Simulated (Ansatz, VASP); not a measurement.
# One calculation of ZrO3, two programs

```
Zr O
1.0
     4.05669    0.00000    0.01495
     0.00000    3.23795    0.00000
    -0.90511    0.00000    7.37164
Zr O
2 6
Direct
  0.28369 0.75000 0.65593
  0.71631 0.25000 0.34407
  0.86303 0.75000 0.18352
  0.13697 0.25000 0.81648
  0.24046 0.25000 0.45559
  0.75954 0.75000 0.54441
  0.50026 0.25000 0.81681
  0.49974 0.75000 0.18319
```

Alike in both runs: functional PBEsol; k mesh 6 × 8 × 4; occupations gaussian, width 0.02 eV; no spin polarisation.

Ansatz relaxed the structure, and its values are those at the end. VASP's run is a single point on that final structure, the one shown.

```csv
,VASP,Ansatz
version,VASP 6.6.1,Ansatz 0.2.0
potentials or method,"VASP PAW PBE potentials, release 64 (Zr_sv, O), cutoff 520 eV","scalar-relativistic, plane waves, PAW"
valence electrons in the cell,60,60
```

|  | VASP | Ansatz | Ansatz less VASP |
| --- | --- | --- | --- |
| gap on the k mesh at the Fermi level (eV) | 3.47 | 3.49 | +0.017 |
| least direct gap on the mesh (eV) | 3.54 | 3.55 | +0.012 |
| pressure (GPa) | 0.8 | 0.0 | -0.81 |
| rms of the force components (eV/Å) | 0.121 | 0.002 | -0.1195 |

VASP's potentials were made for PBE, not for PBEsol. One of these differences is far larger than is usual between the two programs; its cause wasn't traced. With one functional, cell and mesh, what is left measures potentials, basis and numerics.
